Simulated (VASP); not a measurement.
# Ni (Fm-3m) in VASP: a series of runs

Ni is run at these levels: revPBE+D4, RPBE+D4; tasks: single point, relaxation of cell and atoms.

All numbers are computed with VASP 6.6.1; they aren't measurements. Logs are shortened: lines on timing, memory, paths and dates and some standing lists are left out, and cuts for length are marked.

**1. The cell of the first run**

It takes space group Fm-3m (No. 225, cubic). Conventional cell: a = 3.476 Å, b = 3.476 Å, c = 3.476 Å, α = 90.00°, β = 90.00°, γ = 90.00°. Within 3.2 Å of Ni (site symmetry m-3m) lie 12 Ni at 2.46 Å.

**2. Single point, revPBE+D4, collinear spin, ferromagnetic start**

Contents of INCAR:

```
SYSTEM = Ni
ALGO     = Normal         ! electronic algorithm
EDIFF    = 1E-6           ! SCF threshold, eV
ENCUT    = 520            ! plane-wave cutoff, eV
GGA      = RE             ! functional
ISIF     = 2              ! what is computed and relaxed
ISMEAR   = -1             ! smearing method
ISPIN    = 2              ! spin polarisation
IVDW     = 13             ! dispersion correction
LASPH    = .True.         ! aspherical terms in the spheres
LCHARG   = .True.         ! write CHGCAR
LELF     = .True.         ! ELF
LMAXMIX  = 4              ! l up to which the mixer works
LORBIT   = 11             ! projections on sites
LREAL    = .False.        ! projectors in reciprocal space
LVHAR    = .True.       
LWAVE    = .False.        ! write WAVECAR
MAGMOM   = 1              ! initial moments
NBANDS   = 15             ! bands
NELM     = 150            ! most SCF steps
PREC     = Accurate       ! precision mode
SIGMA    = 0.05           ! smearing width, eV
```

Contents of KPOINTS:

```
k-points
0
Gamma
  13 13 13
  0 0 0
```

Contents of POSCAR:

```
Ni
1.0
    0.0000000000      1.7380319954      1.7380319954
    1.7380319954      0.0000000000      1.7380319954
    1.7380319954      1.7380319954      0.0000000000
Ni
1
Direct
    0.0000000000      0.0000000000      0.0000000000
```

Potentials or basis: VASP PAW PBE potentials, release 64 (Ni).

Launch:

```
$ cat potpaw_PBE.64/Ni/POTCAR > POTCAR
$ mpirun -np 1 vasp_std > vasp.out
```

OUTCAR:

```text
SYSTEM = Ni
   EDIFF = 1E-6
   ENCUT = 520
   GGA = RE
   ISIF = 2
   ISMEAR = -1
   ISPIN = 2
   IVDW = 13
   LASPH = .True.
   LORBIT = 11
   LREAL = .False.
   NELM = 150
   PREC = Accurate

 ion  position               nearest neighbor table
   1  0.000  0.000  0.000-

  LATTYP: Found a face centered cubic cell.
 ALAT       =     3.4760639908

  Lattice vectors:

 A1 = (   0.0000000000,   1.7380319954,   1.7380319954)
 A2 = (   1.7380319954,   0.0000000000,   1.7380319954)
 A3 = (   1.7380319954,   1.7380319954,   0.0000000000)

Analysis of symmetry for initial positions (statically):
=====================================================================
 Subroutine PRICEL returns:
 Original cell was already a primitive cell.

 Routine SETGRP: Setting up the symmetry group for a
 face centered cubic supercell.

 Subroutine GETGRP returns: Found 48 space group operations
 (whereof 48 operations were pure point group operations)
 out of a pool of 48 trial point group operations.

The static configuration has the point symmetry O_h .

Analysis of symmetry for dynamics (positions and initial velocities):
=====================================================================
 Subroutine PRICEL returns:
 Original cell was already a primitive cell.

 Routine SETGRP: Setting up the symmetry group for a
 face centered cubic supercell.

 Subroutine GETGRP returns: Found 48 space group operations
 (whereof 48 operations were pure point group operations)
 out of a pool of 48 trial point group operations.

The dynamic configuration has the point symmetry O_h .

Analysis of structural, dynamic, and magnetic symmetry:
=====================================================================
 Subroutine PRICEL returns:
 Original cell was already a primitive cell.

 Routine SETGRP: Setting up the symmetry group for a
 face centered cubic supercell.

 Subroutine GETGRP returns: Found 48 space group operations
 (whereof 48 operations were pure point group operations)
 out of a pool of 48 trial point group operations.

The overall configuration has the point symmetry O_h .

 Subroutine INISYM returns: Found 48 space group operations
 (whereof 48 operations are pure point group operations),
 and found     1 'primitive' translations

----------------------------------------------------------------------------------------

                                     Primitive cell

  volume of cell :      10.5003

  direct lattice vectors                    reciprocal lattice vectors
     0.000000000  1.738031995  1.738031995    -0.287681701  0.287681701  0.287681701
     1.738031995  0.000000000  1.738031995     0.287681701 -0.287681701  0.287681701
     1.738031995  1.738031995  0.000000000     0.287681701  0.287681701 -0.287681701

  length of vectors
     2.457948420  2.457948420  2.457948420     0.498279322  0.498279322  0.498279322

  position of ions in fractional coordinates (direct lattice)
     0.000000000  0.000000000  0.000000000

  ion indices of the primitive-cell ions
   primitive index   ion index
                 1           1

----------------------------------------------------------------------------------------

 KPOINTS: k-points

Automatic generation of k-mesh.
 Grid dimensions read from file:
 generate k-points for:   13   13   13

 Generating k-lattice:

  Cartesian coordinates                     Fractional coordinates (reciprocal lattice)
    -0.022129362  0.022129362  0.022129362     0.076923077  0.000000000  0.000000000
     0.022129362 -0.022129362  0.022129362     0.000000000  0.076923077  0.000000000
     0.022129362  0.022129362 -0.022129362     0.000000000  0.000000000  0.076923077

  Length of vectors
     0.038329179  0.038329179  0.038329179

  Shift w.r.t. Gamma in fractional coordinates (k-lattice)
     0.000000000  0.000000000  0.000000000

 Subroutine IBZKPT returns following result:
 ===========================================

 Found     84 irreducible k-points:

 Following reciprocal coordinates:
            Coordinates               Weight
  0.000000  0.000000  0.000000      1.000000
  0.076923  0.000000  0.000000      8.000000
  0.153846  0.000000  0.000000      8.000000
  0.230769  0.000000  0.000000      8.000000
  0.307692  0.000000  0.000000      8.000000
  0.384615  0.000000  0.000000      8.000000
[... 16 lines left out ...]
  0.384615  0.153846  0.000000     24.000000
  0.461538  0.153846  0.000000     24.000000
 [... further k-points ...]
   k-points           NKPTS =     84   k-points in BZ     NKDIM =     84   number of bands    NBANDS=     15
   number of dos      NEDOS =    301   number of ions     NIONS =      1
   total plane-waves  NPLWV =   5832
   dimension x,y,z NGX =    18 NGY =   18 NGZ =   18
   dimension x,y,z NGXF=    36 NGYF=   36 NGZF=   36
   ions per type =               1
   NGX,Y,Z   is equivalent  to a cutoff of  12.17, 12.17, 12.17 a.u.
   NGXF,Y,Z  is equivalent  to a cutoff of  24.35, 24.35, 24.35 a.u.
 SYSTEM =  Ni
   PREC   = accura    normal or accurate (medium, high low for compatibility)
   ISTART =      0    job   : 0-new  1-cont  2-samecut
   ICHARG =      2    charge: 1-file 2-atom 10-const
   ISPIN  =      2    spin polarized calculation?
   LNONCOLLINEAR =      F non collinear calculations
   LSORBIT =      F    spin-orbit coupling
   LASPH  =      T    aspherical Exc in radial PAW
   ENCUT  =  520.0 eV  38.22 Ry    6.18 a.u.   4.57  4.57  4.57*2*pi/ulx,y,z
   NELM   =    150;   NELMIN=  2; NELMDL= -5     # of ELM steps
   EDIFF  = 0.1E-05   stopping-criterion for ELM
   LREAL  =      F    real-space projection
   EDIFFG = 0.1E-04   stopping-criterion for IOM
   NSW    =      0    number of steps for IOM
   IBRION =     -1    ionic relax: 0-MD 1-quasi-New 2-CG
   NFREE  =      0    steps in history (QN), initial steepest desc. (CG)
   ISIF   =      2    stress and relaxation
   ISYM   =      2    0-nonsym 1-usesym 2-fastsym
   POTIM  = 0.5000    time-step for ionic-motion
   TEBEG  =    0.0;   TEEND  =   0.0 temperature during run
   PSTRESS=    0.0 pullay stress
   NELECT =      10.0000    total number of electrons
   NUPDOWN=      -1.0000    fix difference up-down
   EMIN   =  10.00;   EMAX   =-10.00  energy-range for DOS
   EFERMI =   0.00;   METHOD = LEGACY
   ISMEAR =    -1;   SIGMA  =   0.05  broadening in eV -4-tet -1-fermi 0-gaus
   EFERMI_NEDOS =   21; number of points for ismear=-14 and -15
   IALGO  =     38    algorithm
   IMIX   =      4    mixing-type and parameters
     AMIX     =   0.40;   BMIX     =  1.00
     AMIX_MAG =   1.60;   BMIX_MAG =  1.00
  volume/ion in A,a.u.               =      10.50        70.86
  Fermi-wavevector in a.u.,A,eV,Ry     =   1.610672  3.043728 35.297101  2.594264
  Thomas-Fermi vector in A             =   2.706185
   LORBIT       =     11    0 simple, 1 ext, 2 COOP (PROOUT), +10 PAW based schemes
   GGA     = RE    functional components
   LHFCALC =     F    Hartree Fock is set to
   AEXX    =    0.0000 exact exchange contribution
   IVDW    =    13    specifies the selected vdW correction
   LEPSILON=     F    determine dielectric tensor
   LRPA    =     F    only Hartree local field effects (RPA)
 spin polarized calculation
  energy-cutoff  :      520.00
  volume of cell :       10.50
 maximum number of plane-waves:       296
   NGX =  9   NGY =  9   NGZ =  9

 number of electron      10.0000000 magnetization       1.0000000

 number of electron       9.9999999 magnetization       0.6236971

 Free energy of the ion-electron system (eV)
  ---------------------------------------------------
  ext. energy  EPLUGINS =         0.00000000
  ---------------------------------------------------
  free energy    TOTEN  =        -5.04947808 eV

  energy without entropy =       -5.03683186  energy(sigma->0) =       -5.04315497

 E-fermi :  10.0022     XC(G=0): -13.3776

 val. band max:        9.9951247905   @ k =   0.3846   0.0769   0.0000
 cond. band min:      10.0060720175   @ k =   0.3846   0.3846   0.0000
 fundamental gap:      0.0109472270
 Fermi energy:        10.0022185950

 spin component 1

 k-point     1 :       0.0000    0.0000    0.0000
  band No.  band energies     occupation
      1       0.7460      1.00000
      2       7.4653      1.00000
      3       7.4653      1.00000
      4       7.4653      1.00000
      5       8.7008      1.00000
      6       8.7008      1.00000
      7      33.9908      0.00000
      8      38.1808      0.00000
      9      38.1808      0.00000
     10      38.1808      0.00000
     11      41.2361      0.00000
     12      41.2361      0.00000
     13      41.2361      0.00000
     14      44.0450      0.00000
     15      50.8667      0.00000
[... 397 lines left out ...]
 k-point    24 :       0.4615    0.1538    0.0000
  band No.  band energies     occupation
      1       5.3277      1.00000
      2       7.0482      1.00000
      3       7.4912      1.00000
      4       7.8924      1.00000
      5       9.4181      0.99999
      6      10.8645      0.00000
      7      18.1567      0.00000
      8      29.1808      0.00000
      9      30.9897      0.00000
     10      33.1371      0.00000
     11      43.2296      0.00000
     12      43.5415      0.00000
     13      46.6529      0.00000
     14      49.9532      0.00000
     15      56.2646      0.00000

 [... further k-points ...]

 spin component 2

 k-point     1 :       0.0000    0.0000    0.0000
  band No.  band energies     occupation
      1       0.6986      1.00000
      2       8.2285      1.00000
      3       8.2285      1.00000
      4       8.2285      1.00000
      5       9.2879      1.00000
      6       9.2879      1.00000
      7      33.8152      0.00000
      8      38.1415      0.00000
      9      38.1415      0.00000
     10      38.1415      0.00000
     11      41.3228      0.00000
     12      41.3228      0.00000
     13      41.3228      0.00000
     14      43.9117      0.00000
     15      51.0784      0.00000
[... 397 lines left out ...]
 k-point    24 :       0.4615    0.1538    0.0000
  band No.  band energies     occupation
      1       5.6898      1.00000
      2       7.4681      1.00000
      3       8.0959      1.00000
      4       8.5334      1.00000
      5      10.1794      0.02809
      6      11.3294      0.00000
      7      18.4195      0.00000
      8      29.1941      0.00000
      9      31.0516      0.00000
     10      33.1772      0.00000
     11      43.1890      0.00000
     12      43.5506      0.00000
     13      46.6945      0.00000
     14      50.1456      0.00000
     15      57.6298      0.00000

 [... further k-points ...]

------------------------ aborting loop because EDIFF is reached ----------------------------------------

  DFT-D4 for vdW energy calculation

  Edisp (eV):   -0.81564

  FORCE on cell =-STRESS in cart. coord.  units (eV):
  Direction    XX          YY          ZZ          XY          YZ          ZX
  --------------------------------------------------------------------------------------
  -------------------------------------------------------------------------------------
  Total       0.00230     0.00230     0.00230     0.00000     0.00000    -0.00000
  in kB       0.35168     0.35168     0.35168     0.00000     0.00000    -0.00000
  external pressure =        0.35 kB  Pullay stress =        0.00 kB

 VOLUME and BASIS-vectors are now :
 -----------------------------------------------------------------------------
  energy-cutoff  :      520.00
  volume of cell :       10.50
      direct lattice vectors                 reciprocal lattice vectors
     0.000000000  1.738031995  1.738031995    -0.287681701  0.287681701  0.287681701
     1.738031995  0.000000000  1.738031995     0.287681701 -0.287681701  0.287681701
     1.738031995  1.738031995  0.000000000     0.287681701  0.287681701 -0.287681701

 POSITION                                       TOTAL-FORCE (eV/Angst)
 -----------------------------------------------------------------------------------
      0.00000      0.00000      0.00000        -0.000000      0.000000      0.000000
 -----------------------------------------------------------------------------------
    total drift:                                0.000000      0.000000      0.000000

  FREE ENERGIE OF THE ION-ELECTRON SYSTEM (eV)
  ---------------------------------------------------
  free  energy   TOTEN  =        -5.8651152910 eV

  energy  without entropy=       -5.8524690712  energy(sigma->0) =       -5.85879218

 total charge

# of ion       s       p       d       tot
------------------------------------------
    1        0.512   0.530   8.329   9.371

 magnetization (x)

# of ion       s       p       d       tot
------------------------------------------
    1       -0.006  -0.026   0.665   0.633
```

Run time: 12 s. Hardware: 1 thread of Intel Xeon 6975P-C (Granite Rapids), shared host; peak memory 0.13 GiB.

Results:

```
Free energy                                           : -5.8651 eV
Pressure                                              : 0.0 GPa
Net moment                                            : 0.62 μB per cell
Site moments                                          : Ni +0.63 μB
Valence electrons inside the program's atomic spheres : Ni 9.37
Dispersion energy per atom                            : -0.816 eV
```

Caveat: the PAW data sets were made with another functional, which shifts forces and pressure a little.

**3. Relaxation of cell and atoms, RPBE+D4, collinear spin, ferromagnetic start**

Contents of INCAR:

```
SYSTEM = Ni
ALGO     = Normal         ! electronic algorithm
EDIFF    = 1E-6           ! SCF threshold, eV
EDIFFG   = -0.01          ! ionic threshold
ENCUT    = 600            ! plane-wave cutoff, eV
GGA      = RP             ! functional
IBRION   = 2              ! ionic algorithm
ISIF     = 3              ! what is computed and relaxed
ISMEAR   = -1             ! smearing method
ISPIN    = 2              ! spin polarisation
IVDW     = 13             ! dispersion correction
LASPH    = .True.         ! aspherical terms in the spheres
LCHARG   = .False.        ! write CHGCAR
LMAXMIX  = 4              ! l up to which the mixer works
LORBIT   = 11             ! projections on sites
LREAL    = .False.        ! projectors in reciprocal space
LWAVE    = .False.        ! write WAVECAR
MAGMOM   = 1              ! initial moments
NELM     = 150            ! most SCF steps
NSW      = 80             ! ionic steps
PREC     = Accurate       ! precision mode
SIGMA    = 0.05           ! smearing width, eV
```

KPOINTS is that of step 2.

Contents of POSCAR:

```
Ni
1.0
    0.0000000000      1.7375729330      1.7375729330
    1.7375729330      0.0000000000      1.7375729330
    1.7375729330      1.7375729330      0.0000000000
Ni
1
Direct
    0.0000000000      0.0000000000      0.0000000000
```

Potentials or basis: VASP PAW PBE potentials, release 64 (Ni).

Launch:

```
$ cat potpaw_PBE.64/Ni/POTCAR > POTCAR
$ mpirun -np 1 vasp_std > vasp.out
```

It took 22 s on 1 thread of Intel Xeon 6975P-C (Granite Rapids), shared host; peak memory 0.14 GiB.

It converged, with:

| Item | Value |
| --- | --- |
| Free energy | -5.8656 eV |
| Relaxed volume | 10.50 Å³/atom |
| Relaxed cell | a = 2.458 Å, b = 2.458 Å, c = 2.458 Å, α = 60.00°, β = 60.00°, γ = 60.00° |
| Space group after relaxing (to 0.1 Å) | Fm-3m (No. 225) |
| Energy gained by relaxing | 0.0 meV/atom |
| Ionic steps | 3 |
| Pressure after relaxing | 0.0 GPa |
| Net moment | 0.62 μB per cell |
| Site moments | Ni +0.63 μB |
| Valence electrons inside the program's atomic spheres | Ni 9.37 |
| Dispersion energy per atom | -0.932 eV |

Final structure:
```xyz
1
Lattice="0.0000 1.7382 1.7382 1.7382 0.0000 1.7382 1.7382 1.7382 0.0000" Properties=species:S:1:pos:R:3 pbc="T T T"
Ni    0.0000    0.0000    0.0000
```

Levels at points of the mesh, in eV from the Fermi level:
Spin up:
```
           k point  band 2  band 3  band 4  band 5  band 6  band 7  band 8  band 9
(0.00, 0.00, 0.00)   -2.54   -2.54   -2.54   -1.31   -1.31   23.97   28.18   28.18
```
Spin down:
| k point | band 1 | band 2 | band 3 | band 4 | band 5 | band 6 | band 7 | band 8 | band 9 | band 10 |
| --- | --- | --- | --- | --- | --- | --- | --- | --- | --- | --- |
| (0.00, 0.00, 0.00) | -9.31 | -1.77 | -1.77 | -1.77 | -0.72 | -0.72 | 23.79 | 28.13 | 28.13 | 28.13 |

Caveat: the PAW data sets were made with another functional, which shifts forces and pressure a little.
